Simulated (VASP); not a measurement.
A run of VASP 6.6.1 is set up as follows.

File INCAR:

```
SYSTEM = CuO
PREC = Accurate
ENCUT = 520
EDIFF = 1E-8
ISMEAR = -1
SIGMA = 0.05
LREAL = .False.
LASPH = .True.
NELM = 60
ALGO = Normal
ISIF = 2
LWAVE = .False.
LCHARG = .False.
GGA = CA
LEFG = .True.
NBANDS = 16
```

KPOINTS

```
regular mesh
0
Gamma
  16 16 16
  0 0 0
```

File POSCAR:

```
CuO
1.0
    0.0000000000      2.2618016073      2.2618016073
    2.2618016073      0.0000000000      2.2618016073
    2.2618016073      2.2618016073      0.0000000000
Cu O
1 1
Direct
    0.0000000000      0.0000000000      0.0000000000
    0.2500000000      0.2500000000      0.2500000000
```

Potentials or basis: VASP PAW LDA potentials, release 64 (Cu, O).

Command:

```bash
$ cat potpaw_LDA.64/Cu/POTCAR potpaw_LDA.64/O/POTCAR > POTCAR
$ mpirun -np 1 vasp_std > vasp.out
```

**Question.** Estimate the band gap on the k mesh.

**Answer.** Zero (an odd number of electrons rules out a gap without spin polarisation).

**Question.** What does it give for the pressure?

**Answer.** -12.2 GPa.

Caveat: the cell stands under tension; an odd number of electrons without spin polarisation forces a metal; a magnetic or distorted state may lie lower; semilocal functionals often make such compounds metallic where correlation or magnetic order opens a gap, which also shifts bond lengths. With open d or f shells a metallic result of LDA can be an artefact of self-interaction; +U or a hybrid may open a gap.
